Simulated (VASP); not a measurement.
# Mg (P6/mmm) in VASP: a series of runs

The runs below take Mg through single point, with PBEsol.

Program: VASP 6.6.1. These are calculated values, not measurements. Logs are shortened: lines on timing, memory, paths and dates and some standing lists are left out, and cuts for length are marked.

**1. The cell of the first run**

Symmetry: P6/mmm, No. 191, hexagonal system. The conventional cell has a = 2.952 Å, b = 2.952 Å, c = 2.901 Å, α = 90.00°, β = 90.00°, γ = 120.00°. Mg (site symmetry 6/mmm) has 8 Mg at 2.90 to 2.95 Å within 3.8 Å.

This isn't the form of Mg at room conditions, which is hcp.

**2. Single point, PBEsol (strained)**

The input, INCAR:

```
  PREC = Accurate
  ENCUT = 600
  EDIFF = 1E-6
  ISMEAR = 0
  SIGMA = 0.1
  LREAL = F
  LASPH = T
  NELM = 120
  ALGO = Normal
  ISIF = 2
  LWAVE = F
  LCHARG = F
  GGA = PS
  NBANDS = 7
  GGA_COMPAT = F
```

The input, KPOINTS:

```
regular mesh
0
Gamma
  15 15 14
```

The input, POSCAR:

```
Mg
1.0
    2.9523241709      0.0000000000      0.0000000000
   -1.4761620855      2.5567877322      0.0000000000
    0.0000000000      0.0000000000      2.9013648237
Mg
1
Direct
    0.0000000000      0.0000000000      0.0000000000
```

Potentials or basis: VASP PAW PBE potentials, release 64 (Mg).

Launch:

```
$ cat potpaw_PBE.64/Mg/POTCAR > POTCAR
$ mpirun -np 1 vasp_std > vasp.out
```

OUTCAR:

```text
PREC = Accurate
   ENCUT = 600
   EDIFF = 1E-6
   ISMEAR = 0
   LREAL = F
   LASPH = T
   NELM = 120
   ISIF = 2
   GGA = PS

 ion  position               nearest neighbor table
   1  0.000  0.000  0.000-

  LATTYP: Found a hexagonal cell.
 ALAT       =     2.9523241709
 C/A-ratio  =     0.9827392440

  Lattice vectors:

 A1 = (   2.9523241709,   0.0000000000,   0.0000000000)
 A2 = (  -1.4761620855,   2.5567877322,   0.0000000000)
 A3 = (   0.0000000000,   0.0000000000,   2.9013648237)

Analysis of symmetry for initial positions (statically):
=====================================================================
 Subroutine PRICEL returns:
 Original cell was already a primitive cell.

 Routine SETGRP: Setting up the symmetry group for a
 hexagonal supercell.

 Subroutine GETGRP returns: Found 24 space group operations
 (whereof 24 operations were pure point group operations)
 out of a pool of 24 trial point group operations.

The static configuration has the point symmetry D_6h.

Analysis of symmetry for dynamics (positions and initial velocities):
=====================================================================
 Subroutine PRICEL returns:
 Original cell was already a primitive cell.

 Routine SETGRP: Setting up the symmetry group for a
 hexagonal supercell.

 Subroutine GETGRP returns: Found 24 space group operations
 (whereof 24 operations were pure point group operations)
 out of a pool of 24 trial point group operations.

The dynamic configuration has the point symmetry D_6h.

 Subroutine INISYM returns: Found 24 space group operations
 (whereof 24 operations are pure point group operations),
 and found     1 'primitive' translations

----------------------------------------------------------------------------------------

                                     Primitive cell

  volume of cell :      21.9009

  direct lattice vectors                    reciprocal lattice vectors
     2.952324171  0.000000000  0.000000000     0.338716192  0.195557884  0.000000000
    -1.476162085  2.556787732  0.000000000     0.000000000  0.391115769  0.000000000
     0.000000000  0.000000000  2.901364824     0.000000000  0.000000000  0.344665377

  length of vectors
     2.952324171  2.952324171  2.901364824     0.391115769  0.391115769  0.344665377

  position of ions in fractional coordinates (direct lattice)
     0.000000000  0.000000000  0.000000000

  ion indices of the primitive-cell ions
   primitive index   ion index
                 1           1

----------------------------------------------------------------------------------------

 KPOINTS: regular mesh

Automatic generation of k-mesh.
 Grid dimensions read from file:
 generate k-points for:   15   15   14

 Generating k-lattice:

  Cartesian coordinates                     Fractional coordinates (reciprocal lattice)
     0.022581079  0.013037192  0.000000000     0.066666667 -0.000000000  0.000000000
     0.000000000  0.026074385  0.000000000     0.000000000  0.066666667  0.000000000
     0.000000000  0.000000000  0.024618955     0.000000000  0.000000000  0.071428571

  Length of vectors
     0.026074385  0.026074385  0.024618955

  Shift w.r.t. Gamma in fractional coordinates (k-lattice)
     0.000000000  0.000000000  0.000000000

 Subroutine IBZKPT returns following result:
 ===========================================

 Found    216 irreducible k-points:

 Following reciprocal coordinates:
            Coordinates               Weight
  0.000000  0.000000  0.000000      1.000000
  0.066667  0.000000  0.000000      6.000000
  0.133333  0.000000  0.000000      6.000000
  0.200000  0.000000  0.000000      6.000000
  0.266667  0.000000  0.000000      6.000000
  0.333333  0.000000  0.000000      6.000000
[... 16 lines left out ...]
  0.333333  0.200000  0.000000     12.000000
  0.400000  0.200000  0.000000      6.000000
 [... further k-points ...]
   k-points           NKPTS =    216   k-points in BZ     NKDIM =    216   number of bands    NBANDS=      7
   number of dos      NEDOS =    301   number of ions     NIONS =      1
   total plane-waves  NPLWV =  13824
   dimension x,y,z NGX =    24 NGY =   24 NGZ =   24
   dimension x,y,z NGXF=    48 NGYF=   48 NGZF=   48
   ions per type =               1
   NGX,Y,Z   is equivalent  to a cutoff of  13.51, 13.51, 13.75 a.u.
   NGXF,Y,Z  is equivalent  to a cutoff of  27.03, 27.03, 27.50 a.u.
 SYSTEM =  unknown system
   PREC   = accura    normal or accurate (medium, high low for compatibility)
   ISTART =      0    job   : 0-new  1-cont  2-samecut
   ICHARG =      2    charge: 1-file 2-atom 10-const
   ISPIN  =      1    spin polarized calculation?
   LNONCOLLINEAR =      F non collinear calculations
   LSORBIT =      F    spin-orbit coupling
   LASPH  =      T    aspherical Exc in radial PAW
   ENCUT  =  600.0 eV  44.10 Ry    6.64 a.u.   5.90  5.90  5.79*2*pi/ulx,y,z
   NELM   =    120;   NELMIN=  2; NELMDL= -5     # of ELM steps
   EDIFF  = 0.1E-05   stopping-criterion for ELM
   LREAL  =      F    real-space projection
   EDIFFG = 0.1E-04   stopping-criterion for IOM
   NSW    =      0    number of steps for IOM
   IBRION =     -1    ionic relax: 0-MD 1-quasi-New 2-CG
   NFREE  =      0    steps in history (QN), initial steepest desc. (CG)
   ISIF   =      2    stress and relaxation
   ISYM   =      2    0-nonsym 1-usesym 2-fastsym
   POTIM  = 0.5000    time-step for ionic-motion
   TEBEG  =    0.0;   TEEND  =   0.0 temperature during run
   PSTRESS=    0.0 pullay stress
   NELECT =       2.0000    total number of electrons
   NUPDOWN=      -1.0000    fix difference up-down
   EMIN   =  10.00;   EMAX   =-10.00  energy-range for DOS
   EFERMI =   0.00;   METHOD = LEGACY
   ISMEAR =     0;   SIGMA  =   0.10  broadening in eV -4-tet -1-fermi 0-gaus
   EFERMI_NEDOS =   21; number of points for ismear=-14 and -15
   IALGO  =     38    algorithm
   IMIX   =      4    mixing-type and parameters
     AMIX     =   0.40;   BMIX     =  1.00
     AMIX_MAG =   1.60;   BMIX_MAG =  1.00
  volume/ion in A,a.u.               =      21.90       147.79
  Fermi-wavevector in a.u.,A,eV,Ry     =   0.737221  1.393146  7.394700  0.543495
  Thomas-Fermi vector in A             =   1.830850
   LORBIT       =      0    0 simple, 1 ext, 2 COOP (PROOUT), +10 PAW based schemes
   GGA     = PS    functional components
   LHFCALC =     F    Hartree Fock is set to
   AEXX    =    0.0000 exact exchange contribution
   IVDW    =     0    specifies the selected vdW correction
   LEPSILON=     F    determine dielectric tensor
   LRPA    =     F    only Hartree local field effects (RPA)
 non-spin polarized calculation
 Gauss-broadening in eV      SIGMA  =   0.10
  energy-cutoff  :      600.00
  volume of cell :       21.90
 maximum number of plane-waves:       744
 NGX is ok and might be reduce to    24
   NGX = 11   NGY = 11   NGZ = 11

 number of electron       2.0000000 magnetization

 Free energy of the ion-electron system (eV)
  ---------------------------------------------------
  ext. energy  EPLUGINS =         0.00000000
  ---------------------------------------------------
  free energy    TOTEN  =        -1.44476131 eV

  energy without entropy =       -1.44305171  energy(sigma->0) =       -1.44390651

 E-fermi :   2.8485     XC(G=0):  -8.6692

 val. band max:        2.8368189661   @ k =   0.3333   0.3333   0.0714
 cond. band min:       2.8712757164   @ k =   0.2667   0.1333   0.5000
 fundamental gap:      0.0344567503
 Fermi energy:         2.8485428786

 k-point     1 :       0.0000    0.0000    0.0000
  band No.  band energies     occupation
      1      -4.3088      2.00000
      2      11.4053      0.00000
      3      12.6743      0.00000
      4      15.9290      0.00000
      5      15.9290      0.00000
      6      17.5107      0.00000
      7      17.5107      0.00000

 k-point     2 :       0.0667    0.0000    0.0000
  band No.  band energies     occupation
      1      -4.2062      2.00000
      2      11.3792      0.00000
      3      12.7564      0.00000
      4      14.3824      0.00000
      5      15.3198      0.00000
      6      17.3950      0.00000
      7      18.2920      0.00000

 k-point     3 :       0.1333    0.0000    0.0000
  band No.  band energies     occupation
      1      -3.8990      2.00000
      2      11.0082      0.00000
      3      12.5460      0.00000
      4      13.0028      0.00000
      5      14.4257      0.00000
      6      16.8950      0.00000
      7      19.7011      0.00000

 k-point     4 :       0.2000    0.0000    0.0000
  band No.  band energies     occupation
      1      -3.3895      2.00000
      2       9.3929      0.00000
      3      11.9842      0.00000
      4      13.4140      0.00000
      5      13.6343      0.00000
      6      16.5423      0.00000
      7      21.3441      0.00000

 k-point     5 :       0.2667    0.0000    0.0000
  band No.  band energies     occupation
      1      -2.6813      2.00000
      2       7.3973      0.00000
      3      11.8423      0.00000
      4      12.9917      0.00000
      5      13.9899      0.00000
      6      16.5585      0.00000
      7      22.9529      0.00000
[... 161 lines left out ...]
 k-point    22 :       0.2667    0.2000    0.0000
  band No.  band energies     occupation
      1      -0.5942      2.00000
      2       5.1188      0.00000
      3       6.7607      0.00000
      4      15.7230      0.00000
      5      16.0981      0.00000
      6      19.6818      0.00000
      7      20.9478      0.00000

 k-point    23 :       0.3333    0.2000    0.0000
  band No.  band energies     occupation
      1       0.5653      2.00000
      2       3.4936      0.00000
      3       6.4427      0.00000
      4      16.6826      0.00000
      5      16.8484      0.00000
      6      19.4781      0.00000
      7      19.5080      0.00000

 k-point    24 :       0.4000    0.2000    0.0000
  band No.  band energies     occupation
      1       1.6411      2.00000
      2       2.2561      2.00000
      3       6.3418      0.00000
      4      17.1794      0.00000
      5      17.4277      0.00000
      6      18.5610      0.00000
      7      19.4745      0.00000

 [... further k-points ...]

------------------------ aborting loop because EDIFF is reached ----------------------------------------

  FORCE on cell =-STRESS in cart. coord.  units (eV):
  Direction    XX          YY          ZZ          XY          YZ          ZX
  --------------------------------------------------------------------------------------
  -------------------------------------------------------------------------------------
  Total        0.7075576      0.7075576      0.5990606     -0.0000000      0.0000000      0.0000000
  in kB       51.7620358     51.7620358     43.8248323     -0.0000000      0.0000000      0.0000000
  external PRESSURE =      49.1163013 kB  Pullay stress =       0.0000000 kB

 VOLUME and BASIS-vectors are now :
 -----------------------------------------------------------------------------
  energy-cutoff  :      600.00
  volume of cell :       21.90
      direct lattice vectors                 reciprocal lattice vectors
     2.952324171  0.000000000  0.000000000     0.338716192  0.195557884  0.000000000
    -1.476162085  2.556787732  0.000000000     0.000000000  0.391115769  0.000000000
     0.000000000  0.000000000  2.901364824     0.000000000  0.000000000  0.344665377

 POSITION                                       TOTAL-FORCE (eV/Angst)
 -----------------------------------------------------------------------------------
      0.00000      0.00000      0.00000        -0.000000      0.000000      0.000000
 -----------------------------------------------------------------------------------
    total drift:                               -0.000000     -0.000000      0.000000

  FREE ENERGIE OF THE ION-ELECTRON SYSTEM (eV)
  ---------------------------------------------------
  free  energy   TOTEN  =        -1.4447613128 eV

  energy  without entropy=       -1.4430517103  energy(sigma->0) =       -1.44390651
```

Run time: 40 s. Hardware: 1 thread of Intel Xeon 8259CL, shared host; peak memory 0.17 GiB.

Results:

- Free energy: -1.4448 eV
- Pressure: 4.9 GPa
- Band gap on the k mesh: zero (bands 1 and 2 overlap by 5.97 eV)

Caveat: the cell differs from its parent crystal (strained); the cell stands under pressure; the PAW data sets were made with another functional, which shifts forces and pressure a little.

(Part 1 of 3 ends here.)

The gap in the log of VASP goes by the Fermi energy; the results here count the filled bands.